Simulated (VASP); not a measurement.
A run of VASP 6.6.1:

INCAR

```
PREC = Accurate
ENCUT = 500
EDIFF = 1E-6
ISMEAR = -1
SIGMA = 0.05
LREAL = F
LASPH = T
NELM = 120
ALGO = Normal
ISIF = 2
LWAVE = F
LCHARG = F
GGA = CA
NBANDS = 12
GGA_COMPAT = F
```

KPOINTS

```
Automatic mesh
0
Gamma
  17 17 17
```

POSCAR

```
Ag
1.0
    2.1869028611      0.0000000000      0.0000000000
    0.0000000000      2.1869028611      0.0000000000
    0.0000000000      0.0000000000      2.1869028611
Ag
1
Direct
    0.0000000000      0.0000000000      0.0000000000
```

Potentials or basis: VASP PAW LDA potentials, release 64 (Ag).

Run with:

```sh
$ cat potpaw_LDA.64/Ag/POTCAR > POTCAR
$ mpirun -np 1 vasp_std > vasp.out
```

Hardware: 1 thread of AMD EPYC 7R43 64-Core Processor (Zen 3) (shared host).

Task: How long does it take, and how much memory?

Result: It took 8.7 s on 1 thread of AMD EPYC 7R43 64-Core Processor (Zen 3) (shared host), peak memory 0.09 GiB. Counts: scf iterations 11, k points 165.
